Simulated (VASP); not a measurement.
Write the native input for VASP 6.6.1 that does the following.

```
Task                   : single point
Functional             : RPBE
Potentials or basis    : VASP PAW PBE potentials, release 64 (Se)
Cutoff                 : 520 eV
k mesh                 : 14 × 14 × 14
Occupations            : fermi-dirac, width 0.1 eV
Spin                   : no spin polarisation
Dipole correction      : no
Further INCAR settings : ALGO = Normal; EDIFF = 1e-06; NBANDS = 9
```

The structure of Se lies in POSCAR:

```
Se
1.0
    0.0000000000      2.1608618287      2.1608618287
    2.1608618287      0.0000000000      2.1608618287
    2.1608618287      2.1608618287      0.0000000000
Se
1
Direct
    0.0000000000      0.0000000000      0.0000000000
```

This isn't the form of Se at room conditions, which is trigonal, of chains.

These files were run (other wordings do the same):

INCAR

```
PREC = Accurate
ENCUT = 520
EDIFF = 1E-6
ISMEAR = -1
SIGMA = 0.1
LREAL = F
LASPH = T
NELM = 60
ALGO = Normal
ISIF = 2
LWAVE = F
LCHARG = F
GGA = RP
NBANDS = 9
```

KPOINTS

```
regular mesh
0
Gamma
  14 14 14
```

Potentials or basis: VASP PAW PBE potentials, release 64 (Se).

The run is started by

```console
$ cat potpaw_PBE.64/Se/POTCAR > POTCAR
$ mpirun -np 1 vasp_std > vasp.out
```

It gave:

```
Pressure               : 2.6 GPa
Band gap on the k mesh : zero (bands 3 and 4 overlap by 5.27 eV)
```

Caveat: the PAW data sets were made with another functional, which shifts forces and pressure a little.

Wall time 11 s on 1 thread of Intel Xeon 8259CL, with other jobs on the host, peak memory 0.15 GiB.
